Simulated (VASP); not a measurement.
# TlSiW2 (I4/mcm) in VASP: notebook

The runs below take TlSiW2 through single point, with PBE, PBE+U.

Everything below comes from runs of VASP 6.6.1. Logs are shortened: lines on timing, memory, paths and dates and some standing lists are left out, and cuts for length are marked.

## 1. The cell of the first run

It takes space group I4/mcm (No. 140, tetragonal). The conventional cell has a = 7.317 Å, b = 7.317 Å, c = 5.831 Å, α = 90.00°, β = 90.00°, γ = 90.00°. Within 3.8 Å of Tl (site symmetry 422) lie 2 Tl at 2.92 Å and 8 W at 3.12 Å and 4 Si at 3.66 Å. Si (site symmetry -42m) has 4 W at 2.18 Å and 2 Si at 2.92 Å within 3.0 Å. Within 2.9 Å of W (site symmetry m2m) lie 2 Si at 2.18 Å.

## 2. Single point, PBE

INCAR reads:

```
PREC = Accurate
ENCUT = 520
EDIFF = 1E-7
ISMEAR = -1
SIGMA = 0.1
LREAL = F
LASPH = T
NELM = 60
ALGO = Normal
ISIF = 2
LWAVE = F
LCHARG = F
GGA = PE
NBANDS = 55
```

KPOINTS reads:

```
Automatic mesh
0
Gamma
  4 4 4
```

POSCAR reads:

```
TlSiW2
1.0
    0.0000000000      0.0000000000      5.8307960000
    3.6586720000     -3.6586720000      2.9153980000
    3.6586720000      3.6586720000     -2.9153980000
Tl Si W
2 2 4
Direct
    0.2500000000      0.0000000000      0.0000000000
    0.7500000000      0.0000000000      0.0000000000
    0.7500000000      0.5000000000      0.5000000000
    0.2500000000      0.5000000000      0.5000000000
    0.6570000000      0.5000000000      0.8140000000
    0.1570000000      0.1860000000      0.5000000000
    0.3430000000      0.5000000000      0.1860000000
    0.8430000000      0.8140000000      0.5000000000
```

Potentials or basis: VASP PAW PBE potentials, release 64 (Tl_d, Si, W_sv).

On the command line:

```
> cat potpaw_PBE.64/Tl_d/POTCAR potpaw_PBE.64/Si/POTCAR potpaw_PBE.64/W_sv/POTCAR > POTCAR
> mpirun -np 1 vasp_std > vasp.out
```

OUTCAR:

```text
PREC = Accurate
   ENCUT = 520
   EDIFF = 1E-7
   ISMEAR = -1
   LREAL = F
   LASPH = T
   NELM = 60
   ISIF = 2
   GGA = PE

 ion  position               nearest neighbor table
   1  0.250  0.000  0.000-   2 2.92   2 2.92   8 3.12   5 3.12   7 3.12   6 3.12   7 3.12   8 3.12
                             6 3.12   5 3.12
   2  0.750  0.000  0.000-   1 2.92   1 2.92   6 3.12   7 3.12   8 3.12   5 3.12   8 3.12   5 3.12
                             7 3.12   6 3.12
   3  0.750  0.500  0.500-   6 2.18   7 2.18   5 2.18   8 2.18   4 2.92   4 2.92
   4  0.250  0.500  0.500-   5 2.18   8 2.18   7 2.18   6 2.18   3 2.92   3 2.92
   5  0.657  0.500  0.814-   4 2.18   3 2.18   1 3.12   2 3.12   2 3.12   1 3.12   7 3.25
   6  0.157  0.186  0.500-   3 2.18   4 2.18   1 3.12   2 3.12   1 3.12   2 3.12   8 3.25
   7  0.343  0.500  0.186-   3 2.18   4 2.18   1 3.12   2 3.12   1 3.12   2 3.12   5 3.25
   8  0.843  0.814  0.500-   4 2.18   3 2.18   1 3.12   2 3.12   2 3.12   1 3.12   6 3.25

  LATTYP: Found a body centered tetragonal cell.
 ALAT       =     7.3173440000
 C/A-ratio  =     0.7968459594

  Lattice vectors:

 A1 = (   3.6586720000,  -3.6586720000,  -2.9153980000)
 A2 = (  -3.6586720000,   3.6586720000,  -2.9153980000)
 A3 = (   3.6586720000,   3.6586720000,   2.9153980000)

Analysis of symmetry for initial positions (statically):
=====================================================================
 Subroutine PRICEL returns:
 Original cell was already a primitive cell.

 Routine SETGRP: Setting up the symmetry group for a
 body centered tetragonal supercell.

 Subroutine GETGRP returns: Found 16 space group operations
 (whereof  8 operations were pure point group operations)
 out of a pool of 16 trial point group operations.

The static configuration has the point symmetry C_4h.
 The point group associated with its full space group is D_4h.

Analysis of symmetry for dynamics (positions and initial velocities):
=====================================================================
 Subroutine PRICEL returns:
 Original cell was already a primitive cell.

 Routine SETGRP: Setting up the symmetry group for a
 body centered tetragonal supercell.

 Subroutine GETGRP returns: Found 16 space group operations
 (whereof  8 operations were pure point group operations)
 out of a pool of 16 trial point group operations.

The dynamic configuration has the point symmetry C_4h.
 The point group associated with its full space group is D_4h.

 Subroutine INISYM returns: Found 16 space group operations
 (whereof  8 operations are pure point group operations),
 and found     1 'primitive' translations

----------------------------------------------------------------------------------------

                                     Primitive cell

  volume of cell :     156.1007

  direct lattice vectors                    reciprocal lattice vectors
     0.000000000  0.000000000  5.830796000     0.000000000  0.136661608  0.171503170
     3.658672000 -3.658672000  2.915398000     0.136661608 -0.136661608  0.000000000
     3.658672000  3.658672000 -2.915398000     0.136661608  0.136661608  0.000000000

  length of vectors
     5.830796000  5.938965154  5.938965154     0.219293713  0.193268700  0.193268700

  position of ions in fractional coordinates (direct lattice)
     0.250000000  0.000000000  0.000000000
     0.750000000  0.000000000  0.000000000
     0.750000000  0.500000000  0.500000000
     0.250000000  0.500000000  0.500000000
     0.657000000  0.500000000  0.814000000
     0.157000000  0.186000000  0.500000000
     0.343000000  0.500000000  0.186000000
     0.843000000  0.814000000  0.500000000

  ion indices of the primitive-cell ions
   primitive index   ion index
                 1           1
                 2           2
                 3           3
                 4           4
                 5           5
                 6           6
                 7           7
                 8           8

----------------------------------------------------------------------------------------

 KPOINTS: Automatic mesh

Automatic generation of k-mesh.
 Grid dimensions read from file:
 generate k-points for:    4    4    4

 Generating k-lattice:

  Cartesian coordinates                     Fractional coordinates (reciprocal lattice)
     0.000000000  0.034165402  0.042875793     0.250000000  0.000000000  0.000000000
     0.034165402 -0.034165402  0.000000000     0.000000000  0.250000000  0.000000000
     0.034165402  0.034165402  0.000000000     0.000000000  0.000000000  0.250000000

  Length of vectors
     0.054823428  0.048317175  0.048317175

  Shift w.r.t. Gamma in fractional coordinates (k-lattice)
     0.000000000  0.000000000  0.000000000

 Subroutine IBZKPT returns following result:
 ===========================================

 Found     13 irreducible k-points:

 Following reciprocal coordinates:
            Coordinates               Weight
  0.000000  0.000000  0.000000      1.000000
  0.250000 -0.000000  0.000000      8.000000
  0.500000 -0.000000  0.000000      4.000000
  0.000000  0.250000  0.000000      4.000000
  0.500000  0.250000  0.000000      8.000000
 -0.250000  0.250000  0.000000     16.000000
  0.000000  0.500000  0.000000      2.000000
  0.000000  0.250000  0.250000      4.000000
  0.500000  0.250000  0.250000      2.000000
  0.000000  0.500000  0.250000      4.000000
  0.250000  0.500000  0.250000      8.000000
  0.500000 -0.250000  0.250000      2.000000
  0.000000  0.500000  0.500000      1.000000
   k-points           NKPTS =     13   k-points in BZ     NKDIM =     13   number of bands    NBANDS=     55
   number of dos      NEDOS =    301   number of ions     NIONS =      8
   total plane-waves  NPLWV = 110592
   dimension x,y,z NGX =    48 NGY =   48 NGZ =   48
   dimension x,y,z NGXF=    96 NGYF=   96 NGZF=   96
   ions per type =               2   2   4
   NGX,Y,Z   is equivalent  to a cutoff of  13.69, 13.44, 13.44 a.u.
   NGXF,Y,Z  is equivalent  to a cutoff of  27.37, 26.87, 26.87 a.u.
 SYSTEM =  unknown system
   PREC   = accura    normal or accurate (medium, high low for compatibility)
   ISTART =      0    job   : 0-new  1-cont  2-samecut
   ICHARG =      2    charge: 1-file 2-atom 10-const
   ISPIN  =      1    spin polarized calculation?
   LNONCOLLINEAR =      F non collinear calculations
   LSORBIT =      F    spin-orbit coupling
   LASPH  =      T    aspherical Exc in radial PAW
   ENCUT  =  520.0 eV  38.22 Ry    6.18 a.u.  10.84 11.04 11.04*2*pi/ulx,y,z
   NELM   =     60;   NELMIN=  2; NELMDL= -5     # of ELM steps
   EDIFF  = 0.1E-06   stopping-criterion for ELM
   LREAL  =      F    real-space projection
   EDIFFG = 0.1E-05   stopping-criterion for IOM
   NSW    =      0    number of steps for IOM
   IBRION =     -1    ionic relax: 0-MD 1-quasi-New 2-CG
   NFREE  =      0    steps in history (QN), initial steepest desc. (CG)
   ISIF   =      2    stress and relaxation
   ISYM   =      2    0-nonsym 1-usesym 2-fastsym
   POTIM  = 0.5000    time-step for ionic-motion
   TEBEG  =    0.0;   TEEND  =   0.0 temperature during run
   PSTRESS=    0.0 pullay stress
   NELECT =      90.0000    total number of electrons
   NUPDOWN=      -1.0000    fix difference up-down
   EMIN   =  10.00;   EMAX   =-10.00  energy-range for DOS
   EFERMI =   0.00;   METHOD = LEGACY
   ISMEAR =    -1;   SIGMA  =   0.10  broadening in eV -4-tet -1-fermi 0-gaus
   EFERMI_NEDOS =   21; number of points for ismear=-14 and -15
   IALGO  =     38    algorithm
   IMIX   =      4    mixing-type and parameters
     AMIX     =   0.40;   BMIX     =  1.00
     AMIX_MAG =   1.60;   BMIX_MAG =  1.00
  volume/ion in A,a.u.               =      19.51       131.68
  Fermi-wavevector in a.u.,A,eV,Ry     =   1.362555  2.574856 25.259983  1.856556
  Thomas-Fermi vector in A             =   2.489035
   LORBIT       =      0    0 simple, 1 ext, 2 COOP (PROOUT), +10 PAW based schemes
   GGA     = PE    functional components
   LHFCALC =     F    Hartree Fock is set to
   AEXX    =    0.0000 exact exchange contribution
   IVDW    =     0    specifies the selected vdW correction
   LEPSILON=     F    determine dielectric tensor
   LRPA    =     F    only Hartree local field effects (RPA)
 non-spin polarized calculation
  energy-cutoff  :      520.00
  volume of cell :      156.10
 maximum number of plane-waves:      4238
 NGX is ok and might be reduce to    48
   NGX = 21   NGY = 23   NGZ = 23

 number of electron      90.0000003 magnetization

 Free energy of the ion-electron system (eV)
  ---------------------------------------------------
  ext. energy  EPLUGINS =         0.00000000
  ---------------------------------------------------
  free energy    TOTEN  =       -51.64644078 eV

  energy without entropy =      -51.35591526  energy(sigma->0) =      -51.50117802

 E-fermi :   8.6334     XC(G=0): -11.5965

 val. band max:        8.6220990887   @ k =  -0.2500   0.2500   0.0000
 cond. band min:       8.6834967516   @ k =   0.0000   0.2500   0.0000
 fundamental gap:      0.0613976628
 Fermi energy:         8.6333609159

 k-point     1 :       0.0000    0.0000    0.0000
  band No.  band energies     occupation
      1     -65.4076      2.00000
      2     -65.4050      2.00000
      3     -65.4007      2.00000
      4     -65.4007      2.00000
      5     -29.8846      2.00000
      6     -29.8698      2.00000
[... 47 lines left out ...]
     54      10.9836      0.00000
     55      10.9836      0.00000

 k-point     2 :       0.2500   -0.0000    0.0000
  band No.  band energies     occupation
      1     -65.4068      2.00000
      2     -65.4049      2.00000
      3     -65.4012      2.00000
      4     -65.4011      2.00000
      5     -29.8792      2.00000
      6     -29.8712      2.00000
[... 47 lines left out ...]
     54      10.6004      0.00000
     55      10.7369      0.00000
[... 578 lines left out ...]
     54      10.5861      0.00000
     55      10.5861      0.00000

 k-point    13 :       0.0000    0.5000    0.5000
  band No.  band energies     occupation
      1     -65.4052      2.00000
      2     -65.4037      2.00000
      3     -65.4026      2.00000
      4     -65.4026      2.00000
      5     -29.8842      2.00000
      6     -29.8386      2.00000
[... 47 lines left out ...]
     54      12.6519      0.00000
     55      12.7413      0.00000

------------------------ aborting loop because EDIFF is reached ----------------------------------------

  FORCE on cell =-STRESS in cart. coord.  units (eV):
  Direction    XX          YY          ZZ          XY          YZ          ZX
  --------------------------------------------------------------------------------------
  -------------------------------------------------------------------------------------
  Total        5.1656487      5.1656487     29.7993145      0.0000000      0.0000000      0.0000000
  in kB       53.0188929     53.0188929    305.8525177      0.0000000      0.0000000      0.0000000
  external PRESSURE =     137.2967678 kB  Pullay stress =       0.0000000 kB

 VOLUME and BASIS-vectors are now :
 -----------------------------------------------------------------------------
  energy-cutoff  :      520.00
  volume of cell :      156.10
      direct lattice vectors                 reciprocal lattice vectors
     0.000000000  0.000000000  5.830796000     0.000000000  0.136661608  0.171503170
     3.658672000 -3.658672000  2.915398000     0.136661608 -0.136661608  0.000000000
     3.658672000  3.658672000 -2.915398000     0.136661608  0.136661608  0.000000000

 POSITION                                       TOTAL-FORCE (eV/Angst)
 -----------------------------------------------------------------------------------
      0.00000      0.00000      1.45770        -0.000000     -0.000000      0.000000
      0.00000      0.00000      4.37310        -0.000000     -0.000000      0.000000
      3.65867      0.00000      4.37310        -0.000000     -0.000000      0.000000
      3.65867      0.00000      1.45770        -0.000000      0.000000      0.000000
      4.80750      1.14882      2.91540         3.911274      3.911274     -0.000000
      2.50985      1.14882     -0.00000        -3.911274      3.911274     -0.000000
      2.50985     -1.14882      2.91540        -3.911274     -3.911274      0.000000
      4.80750     -1.14882      5.83080         3.911274     -3.911274      0.000000
 -----------------------------------------------------------------------------------
    total drift:                               -0.000000     -0.000000      0.000000

  FREE ENERGIE OF THE ION-ELECTRON SYSTEM (eV)
  ---------------------------------------------------
  free  energy   TOTEN  =       -51.6464407822 eV

  energy  without entropy=      -51.3559152594  energy(sigma->0) =      -51.50117802
```

It took 3.7 min on 1 thread of Intel Xeon 8259CL, shared host; peak memory 0.37 GiB.

Results:

- Free energy: -51.6464 eV
- Pressure: 13.7 GPa
- Largest force: 5.531 eV/Å
- Band gap on the k mesh: zero (bands 45 and 46 overlap by 0.51 eV)

Forces on the atoms (eV/Å):
```
Tl   0.000  0.000  0.000
Tl   0.000  0.000  0.000
Si   0.000  0.000  0.000
Si   0.000  0.000  0.000
W    3.911  3.911  0.000
W   -3.911  3.911  0.000
W   -3.911 -3.911  0.000
W    3.911 -3.911  0.000
```

Stress tensor (GPa, compression positive):
```
 5.30  0.00  0.00
 0.00  5.30  0.00
 0.00  0.00 30.59
```

Caveat: the cell stands under pressure; spin-orbit coupling is left out, which moves the levels of the heavy elements; forces of over 1 eV/Å act on the atoms, so gaps and moduli don't describe the material at rest.

## 3. Single point, PBE

INCAR reads:

```
SYSTEM = TlSiW2
PREC = Accurate
ENCUT = 520
EDIFF = 1E-7
ISMEAR = -1
SIGMA = 0.1
LREAL = .False.
LASPH = .True.
NELM = 100
ALGO = Normal
ISIF = 2
LWAVE = .False.
LCHARG = .True.
GGA = PE
LELF = .True.
LVHAR = .True.
NBANDS = 55
```

KPOINTS reads:

```
regular mesh
0
Gamma
  4 4 4
  0 0 0
```

POSCAR is that of step 2.

Potentials or basis: VASP PAW PBE potentials, release 64 (Tl_d, Si, W_sv).

On the command line:

```
> cat potpaw_PBE.64/Tl_d/POTCAR potpaw_PBE.64/Si/POTCAR potpaw_PBE.64/W_sv/POTCAR > POTCAR
> mpirun -np 1 vasp_std > vasp.out
```

Run time: 4.3 min. Hardware: 1 thread of Intel Xeon 8259CL, shared host; peak memory 0.37 GiB.

It converged, with:

```
Free energy            : -51.6464 eV
Pressure               : 13.7 GPa
Largest force          : 5.531 eV/Å
Band gap on the k mesh : zero (bands 45 and 46 overlap by 0.51 eV)
```

Forces on the atoms (eV/Å):
```
Tl   0.000  0.000  0.000
Tl   0.000  0.000  0.000
Si   0.000  0.000  0.000
Si   0.000  0.000  0.000
W    3.911  3.911  0.000
W   -3.911  3.911  0.000
W   -3.911 -3.911  0.000
W    3.911 -3.911  0.000
```

Stress tensor (GPa, compression positive):
```
 5.30  0.00  0.00
 0.00  5.30  0.00
 0.00  0.00 30.59
```

Levels at points of the mesh, in eV from the Fermi level:
```csv
k point,band 42,band 43,band 44,band 45,band 46,band 47
"(0.00, 0.00, 0.00)",-1.68,-1.45,-0.85,0.10,0.10,0.63
"(0.50, 0.00, 0.00)",-1.43,-0.34,-0.34,-0.18,-0.18,0.42
"(0.00, 0.50, 0.00)",-0.99,-0.33,-0.22,0.06,0.37,0.42
"(0.00, 0.50, 0.50)",-0.57,-0.57,-0.55,-0.55,-0.34,0.32
```

Caveat: the cell stands under pressure; spin-orbit coupling is left out, which moves the levels of the heavy elements; forces of over 1 eV/Å act on the atoms, so gaps and moduli don't describe the material at rest.

## 4. Single point, PBE

INCAR reads:

```
PREC = Accurate ; ENCUT = 520
EDIFF = 1E-6 ; ISMEAR = -1
SIGMA = 0.025 ; LREAL = False
LASPH = True ; NELM = 80
ALGO = Normal ; ISIF = 2
LWAVE = False ; LCHARG = False
GGA = PE ; NBANDS = 55
```

KPOINTS reads:

```
Automatic mesh
0
Gamma
  4 4 4
```

POSCAR is that of step 3.

On the command line:

```
> cat potpaw_PBE.64/Tl_d/POTCAR potpaw_PBE.64/Si/POTCAR potpaw_PBE.64/W_sv/POTCAR > POTCAR
> mpirun -np 1 vasp_std > vasp.out
```

Wall time 3.2 min (1 thread of Intel Xeon 8259CL, shared host); peak memory 0.37 GiB.

It converged, with:

* Free energy: -51.5042 eV
* Pressure: 13.6 GPa
* Largest force: 5.486 eV/Å
* Band gap on the k mesh: zero (bands 45 and 46 overlap by 0.51 eV)

Forces in eV/Å, atoms in the order of the input:
```
Tl   0.000  0.000  0.000
Tl   0.000  0.000  0.000
Si   0.000  0.000  0.000
Si   0.000  0.000  0.000
W    3.879  3.879  0.000
W   -3.879  3.879  0.000
W   -3.879 -3.879  0.000
W    3.879 -3.879  0.000
```

Stress tensor (GPa, compression positive):
```
 4.85  0.00  0.00
 0.00  4.85  0.00
 0.00  0.00 31.21
```

Levels at points of the mesh, in eV from the Fermi level:
```tsv
k point	band 40	band 41	band 42	band 43	band 44	band 45	band 46	band 47	band 48	band 49
(0.00, 0.00, 0.00)	-2.14	-2.14	-1.68	-1.45	-0.86	0.08	0.08	0.62	0.62	0.65
(0.50, 0.00, 0.00)	-1.96	-1.44	-1.44	-0.34	-0.34	-0.18	-0.18	0.40	0.40	0.71
(0.00, 0.50, 0.00)	-2.19	-1.77	-1.00	-0.34	-0.23	0.05	0.38	0.41	0.64	0.65
(0.00, 0.50, 0.50)	-1.62	-0.95	-0.58	-0.58	-0.56	-0.56	-0.36	0.31	0.47	0.62
```

Caveat: the cell stands under pressure; spin-orbit coupling is left out, which moves the levels of the heavy elements; forces of over 1 eV/Å act on the atoms, so gaps and moduli don't describe the material at rest.

[end of part 1 of 2]
